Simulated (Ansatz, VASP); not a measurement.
NaI: VASP beside Ansatz

POSCAR

```
NaI
1.0
    0.0000000000      3.2296282834      3.2296282834
    3.2296282834      0.0000000000      3.2296282834
    3.2296282834      3.2296282834      0.0000000000
Na I
1 1
Direct
    0.0000000000      0.0000000000      0.0000000000
    0.5000000000      0.5000000000      0.5000000000
```

File INCAR.step1:

```
SYSTEM = NaI
PREC = Accurate
ENCUT = 520
EDIFF = 1E-5
ISMEAR = 0
SIGMA = 0.01
LREAL = .False.
LASPH = .True.
NELM = 100
ALGO = Normal
ISIF = 2
LWAVE = .True.
LCHARG = .False.
NBANDS = 14
GGA = PE
```

INCAR.step2

```
SYSTEM = NaI
PREC = Accurate
ENCUT = 520
EDIFF = 1E-6
ISMEAR = 0
SIGMA = 0.01
LREAL = .False.
LASPH = .True.
NELM = 100
ALGO = Normal
ISIF = 2
LWAVE = .False.
LCHARG = .False.
GGA = PE
LHFCALC = .True.
AEXX = 0.3
HFSCREEN = 0.5
PRECFOCK = Normal
NBANDS = 14
ISTART = 1
```

The input KPOINTS:

```
regular mesh
0
Gamma
  4 4 4
  0 0 0
```

Input for Ansatz:

```yaml
crystal:
  lattice:
    - [0.0, 3.2296282834, 3.2296282834]
    - [3.2296282834, 0.0, 3.2296282834]
    - [3.2296282834, 3.2296282834, 0.0]
  atoms:
    - { symbol: Na, position: [0.0, 0.0, 0.0] }
    - { symbol: I, position: [0.5, 0.5, 0.5] }
kpoints:
  mp_grid: { grid: [4, 4, 4] }
hamiltonian:
  xc: { exchange: pbe, correlation: pbe, exx: { coeff: 0.3, omega: 0.5 } }
scf:
  occupations: { method: fixed }
  n_extra_bands: 4
output:
  forces: true
  stress: true
  eigenvalues: true
```

Alike in both runs: task single point; functional PBE-based screened hybrid with a share of 0.3 of exact exchange and HFSCREEN = 0.5; k mesh 4 × 4 × 4; no spin polarisation.

```csv
,VASP,Ansatz
version,VASP 6.6.1,Ansatz 0.2.0
potentials or method,"VASP PAW PBE potentials, release 64 (Na_pv, I)",plane waves
plane-wave cutoff (eV),520,420
occupations,"gaussian, width 0.01 eV",fixed
valence electrons in the cell,14,26
```

```tsv
	VASP	Ansatz	Ansatz less VASP
gap on the k mesh at the Fermi level (eV)	4.25	4.29	+0.032
pressure (GPa)	0.3	0.3	-0.01
```

VASP's potentials were made for PBE, not for PBE-based screened hybrid. VASP's potentials hold 14 valence electrons a cell and Ansatz's 26, so a difference there can come from the potentials and not from the codes. Ansatz's warnings: stress exchange threshold loose, stress scf threshold loose.

The k mesh is coarse, so the values compare programs but aren't converged. Spin-orbit coupling is off throughout.
